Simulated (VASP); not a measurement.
# C (P6_3/mmc) in VASP: a series of runs, part 2 of 3

VASP 6.6.1. The steps go on from the part before.

**3. Single point, PBEsol (strain along c alone, the other axes held: -1.5 %)**

Contents of INCAR:

```
SYSTEM = C
  PREC = Accurate
  ENCUT = 520
  EDIFF = 1E-7
  ISMEAR = 0
  SIGMA = 0.1
  LREAL = .FALSE.
  LASPH = .TRUE.
  NELM = 100
  ALGO = Normal
  ISIF = 2
  LWAVE = .FALSE.
  LCHARG = .FALSE.
  GGA = PS
  NBANDS = 16
```

Contents of KPOINTS:

```
Automatic mesh
0
G
  24 24 8
  0 0 0
```

Contents of POSCAR:

```
C
1.0
    2.4588789919      0.0000000000      0.0000000000
   -1.2294394960      2.1294516718      0.0000000000
    0.0000000000      0.0000000000      7.1973993319
C
4
Direct
    0.0000000000      0.0000000000      0.2500000000
    0.0000000000      0.0000000000      0.7500000000
    0.3333333333      0.6666666667      0.2500000000
    0.6666666667      0.3333333333      0.7500000000
```

Potentials or basis: VASP PAW PBE potentials, release 64 (C).

Launch:

```sh
$ cat potpaw_PBE.64/C/POTCAR > POTCAR
$ mpirun -np 1 vasp_std > vasp.out
```

OUTCAR:

```text
SYSTEM = C
   PREC = Accurate
   ENCUT = 520
   EDIFF = 1E-7
   ISMEAR = 0
   LREAL = .FALSE.
   LASPH = .TRUE.
   NELM = 100
   ISIF = 2
   GGA = PS

 ion  position               nearest neighbor table
   1  0.000  0.000  0.250-   3 1.42   3 1.42   3 1.42
   2  0.000  0.000  0.750-   4 1.42   4 1.42   4 1.42
   3  0.333  0.667  0.250-   1 1.42   1 1.42   1 1.42
   4  0.667  0.333  0.750-   2 1.42   2 1.42   2 1.42

  LATTYP: Found a hexagonal cell.
 ALAT       =     2.4588789919
 C/A-ratio  =     2.9271059518

  Lattice vectors:

 A1 = (   2.4588789919,   0.0000000000,   0.0000000000)
 A2 = (  -1.2294394960,   2.1294516718,   0.0000000000)
 A3 = (   0.0000000000,   0.0000000000,   7.1973993319)

Analysis of symmetry for initial positions (statically):
=====================================================================
 Subroutine PRICEL returns:
 Original cell was already a primitive cell.

 Routine SETGRP: Setting up the symmetry group for a
 hexagonal supercell.

 Subroutine GETGRP returns: Found 24 space group operations
 (whereof 12 operations were pure point group operations)
 out of a pool of 24 trial point group operations.

The static configuration has the point symmetry D_3d.
 The point group associated with its full space group is D_6h.

Analysis of symmetry for dynamics (positions and initial velocities):
=====================================================================
 Subroutine PRICEL returns:
 Original cell was already a primitive cell.

 Routine SETGRP: Setting up the symmetry group for a
 hexagonal supercell.

 Subroutine GETGRP returns: Found 24 space group operations
 (whereof 12 operations were pure point group operations)
 out of a pool of 24 trial point group operations.

The dynamic configuration has the point symmetry D_3d.
 The point group associated with its full space group is D_6h.

 Subroutine INISYM returns: Found 24 space group operations
 (whereof 12 operations are pure point group operations),
 and found     1 'primitive' translations

----------------------------------------------------------------------------------------

                                     Primitive cell

  volume of cell :      37.6860

  direct lattice vectors                    reciprocal lattice vectors
     2.458878992  0.000000000  0.000000000     0.406689391  0.234802229  0.000000000
    -1.229439496  2.129451672  0.000000000     0.000000000  0.469604459  0.000000000
     0.000000000  0.000000000  7.197399332     0.000000000  0.000000000  0.138939074

  length of vectors
     2.458878992  2.458878992  7.197399332     0.469604459  0.469604459  0.138939074

  position of ions in fractional coordinates (direct lattice)
     0.000000000  0.000000000  0.250000000
     0.000000000  0.000000000  0.750000000
     0.333333333  0.666666667  0.250000000
     0.666666667  0.333333333  0.750000000

  ion indices of the primitive-cell ions
   primitive index   ion index
                 1           1
                 2           2
                 3           3
                 4           4

----------------------------------------------------------------------------------------

[... 25 lines left out ...]
            Coordinates               Weight
  0.000000  0.000000  0.000000      1.000000
  0.041667 -0.000000  0.000000      6.000000
  0.083333  0.000000  0.000000      6.000000
  0.125000  0.000000  0.000000      6.000000
  0.166667  0.000000  0.000000      6.000000
  0.208333  0.000000  0.000000      6.000000
[... 16 lines left out ...]
  0.416667  0.041667  0.000000     12.000000
  0.458333  0.041667  0.000000     12.000000
 [... further k-points ...]
   k-points           NKPTS =    305   k-points in BZ     NKDIM =    305   number of bands    NBANDS=     16
   number of dos      NEDOS =    301   number of ions     NIONS =      4
   total plane-waves  NPLWV =  17496
   dimension x,y,z NGX =    18 NGY =   18 NGZ =   54
   dimension x,y,z NGXF=    36 NGYF=   36 NGZF=  108
   ions per type =               4
   NGX,Y,Z   is equivalent  to a cutoff of  12.17, 12.17, 12.47 a.u.
   NGXF,Y,Z  is equivalent  to a cutoff of  24.34, 24.34, 24.95 a.u.
 SYSTEM =  C
   PREC   = accura    normal or accurate (medium, high low for compatibility)
   ISTART =      0    job   : 0-new  1-cont  2-samecut
   ICHARG =      2    charge: 1-file 2-atom 10-const
   ISPIN  =      1    spin polarized calculation?
   LNONCOLLINEAR =      F non collinear calculations
   LSORBIT =      F    spin-orbit coupling
   LASPH  =      T    aspherical Exc in radial PAW
   ENCUT  =  520.0 eV  38.22 Ry    6.18 a.u.   4.57  4.57 13.38*2*pi/ulx,y,z
   NELM   =    100;   NELMIN=  2; NELMDL= -5     # of ELM steps
   EDIFF  = 0.1E-06   stopping-criterion for ELM
   LREAL  =      F    real-space projection
   EDIFFG = 0.1E-05   stopping-criterion for IOM
   NSW    =      0    number of steps for IOM
   IBRION =     -1    ionic relax: 0-MD 1-quasi-New 2-CG
   NFREE  =      0    steps in history (QN), initial steepest desc. (CG)
   ISIF   =      2    stress and relaxation
   ISYM   =      2    0-nonsym 1-usesym 2-fastsym
   POTIM  = 0.5000    time-step for ionic-motion
   TEBEG  =    0.0;   TEEND  =   0.0 temperature during run
   PSTRESS=    0.0 pullay stress
   NELECT =      16.0000    total number of electrons
   NUPDOWN=      -1.0000    fix difference up-down
   EMIN   =  10.00;   EMAX   =-10.00  energy-range for DOS
   EFERMI =   0.00;   METHOD = LEGACY
   ISMEAR =     0;   SIGMA  =   0.10  broadening in eV -4-tet -1-fermi 0-gaus
   EFERMI_NEDOS =   21; number of points for ismear=-14 and -15
   IALGO  =     38    algorithm
   IMIX   =      4    mixing-type and parameters
     AMIX     =   0.40;   BMIX     =  1.00
     AMIX_MAG =   1.60;   BMIX_MAG =  1.00
  volume/ion in A,a.u.               =       9.42        63.58
  Fermi-wavevector in a.u.,A,eV,Ry     =   1.230424  2.325163 20.598434  1.513942
  Thomas-Fermi vector in A             =   2.365273
   LORBIT       =      0    0 simple, 1 ext, 2 COOP (PROOUT), +10 PAW based schemes
   GGA     = PS    functional components
   LHFCALC =     F    Hartree Fock is set to
   AEXX    =    0.0000 exact exchange contribution
   IVDW    =     0    specifies the selected vdW correction
   LEPSILON=     F    determine dielectric tensor
   LRPA    =     F    only Hartree local field effects (RPA)
 non-spin polarized calculation
 Gauss-broadening in eV      SIGMA  =   0.10
  energy-cutoff  :      520.00
  volume of cell :       37.69
 maximum number of plane-waves:      1038
   NGX =  9   NGY =  9   NGZ = 27

 number of electron      15.9999994 magnetization

 Free energy of the ion-electron system (eV)
  ---------------------------------------------------
  ext. energy  EPLUGINS =         0.00000000
  ---------------------------------------------------
  free energy    TOTEN  =       -38.58047325 eV

  energy without entropy =      -38.58002826  energy(sigma->0) =      -38.58025075

 E-fermi :   4.0501     XC(G=0): -10.0660

 val. band max:        4.0476211870   @ k =   0.3333   0.3333   0.5000
 cond. band min:       4.0504020512   @ k =   0.3333   0.3333   0.2500
 fundamental gap:      0.0027808643
 Fermi energy:         4.0501147689

 k-point     1 :       0.0000    0.0000    0.0000
  band No.  band energies     occupation
      1     -15.5705      2.00000
      2     -15.3951      2.00000
      3      -4.3049      2.00000
      4      -2.9169      2.00000
      5       1.0637      2.00000
      6       1.0637      2.00000
[... 433 lines left out ...]
      3      -9.0399      2.00000
      4      -8.9589      2.00000
      5      -2.4979      2.00000
      6      -2.4683      2.00000
[... 8 lines left out ...]
     15      17.3894      0.00000
     16      18.4565      0.00000

 [... further k-points ...]

------------------------ aborting loop because EDIFF is reached ----------------------------------------

  FORCE on cell =-STRESS in cart. coord.  units (eV):
  Direction    XX          YY          ZZ          XY          YZ          ZX
  --------------------------------------------------------------------------------------
  -------------------------------------------------------------------------------------
  Total        0.2270819      0.2270819      0.0063278     -0.0000000      0.0000000      0.0000000
  in kB        9.6541173      9.6541173      0.2690205     -0.0000000      0.0000000      0.0000000
  external PRESSURE =       6.5257517 kB  Pullay stress =       0.0000000 kB

 VOLUME and BASIS-vectors are now :
 -----------------------------------------------------------------------------
  energy-cutoff  :      520.00
  volume of cell :       37.69
      direct lattice vectors                 reciprocal lattice vectors
     2.458878992  0.000000000  0.000000000     0.406689391  0.234802229  0.000000000
    -1.229439496  2.129451672  0.000000000     0.000000000  0.469604459  0.000000000
     0.000000000  0.000000000  7.197399332     0.000000000  0.000000000  0.138939074

 POSITION                                       TOTAL-FORCE (eV/Angst)
 -----------------------------------------------------------------------------------
      0.00000      0.00000      1.79935        -0.000000      0.000000     -0.000000
      0.00000      0.00000      5.39805         0.000000      0.000000     -0.000000
     -0.00000      1.41963      1.79935        -0.000000      0.000000      0.000000
      1.22944      0.70982      5.39805         0.000000     -0.000000     -0.000000
 -----------------------------------------------------------------------------------
    total drift:                                0.000000     -0.000000      0.000000

  FREE ENERGIE OF THE ION-ELECTRON SYSTEM (eV)
  ---------------------------------------------------
  free  energy   TOTEN  =       -38.5804732534 eV

  energy  without entropy=      -38.5800282552  energy(sigma->0) =      -38.58025075
```

OSZICAR:

```text
N       E                     dE             d eps       ncg     rms          rms(c)
DAV:   1     0.339755930395E+02    0.33976E+02   -0.78555E+03  9800   0.915E+02
DAV:   2    -0.381637863184E+02   -0.72139E+02   -0.65872E+02 13760   0.190E+02
DAV:   3    -0.409899950525E+02   -0.28262E+01   -0.28106E+01 12592   0.352E+01
DAV:   4    -0.410149973782E+02   -0.25002E-01   -0.24992E-01 12512   0.394E+00
DAV:   5    -0.410154059420E+02   -0.40856E-03   -0.40855E-03 12344   0.481E-01    0.908E+00
DAV:   6    -0.391676470821E+02    0.18478E+01   -0.12552E+00 11736   0.696E+00    0.527E+00
DAV:   7    -0.385743720339E+02    0.59328E+00   -0.15339E+00 12152   0.781E+00    0.136E+00
DAV:   8    -0.385815430798E+02   -0.71710E-02   -0.71134E-02 11544   0.159E+00    0.274E-01
DAV:   9    -0.385802658425E+02    0.12772E-02   -0.19564E-03 12504   0.300E-01    0.102E-01
DAV:  10    -0.385804731582E+02   -0.20732E-03   -0.74656E-04 10632   0.163E-01    0.701E-02
DAV:  11    -0.385804717221E+02    0.14360E-05   -0.30149E-05 12640   0.364E-02    0.971E-03
DAV:  12    -0.385804731472E+02   -0.14251E-05   -0.13879E-06 11256   0.795E-03    0.353E-03
DAV:  13    -0.385804733548E+02   -0.20762E-06   -0.27708E-07 12008   0.391E-03    0.113E-03
DAV:  14    -0.385804732540E+02    0.10081E-06   -0.31575E-08  9424   0.136E-03    0.566E-04
DAV:  15    -0.385804732534E+02    0.61300E-09   -0.37785E-09  6056   0.421E-04
   1 F= -.38580473E+02 E0= -.38580251E+02  d E =-.444998E-03
```

stdout:

```text
POSCAR found type information on POSCAR C
 POSCAR found :  1 types and       4 ions
 scaLAPACK will be used
 -----------------------------------------------------------------------------
|                                                                             |
|                                                                             |
|     You enforced a specific xc type in the INCAR file but a different       |
|     I HOPE YOU KNOW WHAT YOU ARE DOING!                                     |
|                                                                             |
 -----------------------------------------------------------------------------

 LDA part: xc-table for (Slater+PW92), standard interpolation
 POSCAR, INCAR and KPOINTS ok, starting setup
 FFT: planning ... GRIDC
 FFT: planning ... GRID_SOFT
 FFT: planning ... GRID
 WAVECAR not read
 entering main loop
```

Wall time 1.7 min (1 thread of AMD EPYC 7R13 (Zen 3), shared host); peak memory 0.21 GiB.

Results:

```
Free energy            : -38.5805 eV
Pressure               : 0.7 GPa
Band gap on the k mesh : zero (band 8 reaches 4.06 eV, above the bottom of band 9 at 4.04 eV)
```

Caveat: the cell differs from its parent crystal (strain along c alone, the other axes held: -1.5 %); the PAW data sets were made with another functional, which shifts forces and pressure a little; this functional lacks dispersion, which binds the layers, so the pressure and a relaxed spacing across them are unreliable.

[end of part 2 of 3]
